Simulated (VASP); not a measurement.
Here is a VASP 6.6.1 calculation.

POSCAR

```
SnO2
1.0
    0.0000000000      2.5741500000      2.5741500000
    2.5741500000      0.0000000000      2.5741500000
    2.5741500000      2.5741500000      0.0000000000
Sn O
1 2
Direct
    0.0000000000      0.0000000000      0.0000000000
    0.7500000000      0.7500000000      0.7500000000
    0.2500000000      0.2500000000      0.2500000000
```

INCAR.step1

```
  PREC = Accurate
  ENCUT = 520
  EDIFF = 1E-5
  ISMEAR = -1
  SIGMA = 0.05
  LREAL = F
  LASPH = T
  NELM = 80
  ALGO = Normal
  ISIF = 2
  LWAVE = T
  LCHARG = F
  NBANDS = 20
  GGA = PE
```

Contents of INCAR.step2:

```
  PREC = Accurate
  ENCUT = 520
  EDIFF = 1E-6
  ISMEAR = -1
  SIGMA = 0.05
  LREAL = F
  LASPH = T
  NELM = 80
  ALGO = Normal
  ISIF = 2
  LWAVE = F
  LCHARG = F
  GGA = PS
  LHFCALC = T
  AEXX = 0.25
  HFSCREEN = 0.207
  PRECFOCK = Normal
  NBANDS = 20
  ISTART = 1
```

File KPOINTS:

```
regular mesh
0
Gamma
  5 5 5
```

Potentials or basis: VASP PAW PBE potentials, release 64 (Sn_d, O).

Launch:

```sh
$ cat potpaw_PBE.64/Sn_d/POTCAR potpaw_PBE.64/O/POTCAR > POTCAR
$ cp INCAR.step1 INCAR
$ mpirun -np 1 vasp_std > vasp.out
$ cp INCAR.step2 INCAR
$ mpirun -np 1 vasp_std > vasp.out
```

What does it give for the pressure?

-16.1 GPa.

What does it give for the band gap on the k mesh?

1.18 eV (least direct gap 2.45 eV).

Caveat: the k points lie up to 0.42 Å⁻¹ apart; the PAW data sets were made with another functional, which shifts forces and pressure a little; spin-orbit coupling is left out, which moves the levels of the heavy elements; an odd mesh through Γ misses points on the zone boundary, where band edges can lie.
